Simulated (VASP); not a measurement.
A run of VASP 6.6.1:

Contents of INCAR:

```
SYSTEM = MoS2
PREC = Accurate ; ENCUT = 520
EDIFF = 1E-6 ; ISMEAR = 0
SIGMA = 0.05 ; LREAL = .FALSE.
LASPH = .TRUE. ; NELM = 80
ALGO = Normal ; ISIF = 2
LWAVE = .FALSE. ; LCHARG = .TRUE.
GGA = PE ; IVDW = 12
LELF = .TRUE. ; LVHAR = .TRUE.
NBANDS = 35
```

KPOINTS

```
regular mesh
0
G
  12 12 4
  0 0 0
```

POSCAR

```
MoS2
1.0
    2.9919000000      0.0000000000      0.0000000000
   -1.4959500000      2.5910614056      0.0000000000
    0.0000000000      0.0000000000     12.9667000000
Mo S
2 4
Direct
    0.6666666667      0.3333333333      0.2501439769
    0.3333333333      0.6666666667      0.7498560231
    0.3333333333      0.6666666667      0.3795985159
    0.6666666667      0.3333333333      0.8793132861
    0.3333333333      0.6666666667      0.1206867139
    0.6666666667      0.3333333333      0.6204014841
```

Potentials or basis: VASP PAW PBE potentials, release 64 (Mo_sv, S).

Launch:

```console
$ cat potpaw_PBE.64/Mo_sv/POTCAR potpaw_PBE.64/S/POTCAR > POTCAR
$ mpirun -np 1 vasp_std > vasp.out
```

Hardware: 1 thread of Intel(R) Xeon(R) 6975P-C (Granite Rapids), on a shared host.

Task: Estimate the wall time of this run.

Result: It took 100 s on 1 thread of Intel(R) Xeon(R) 6975P-C (Granite Rapids), on a shared host, peak memory 0.36 GiB. Counts: scf iterations 15, k points 69.
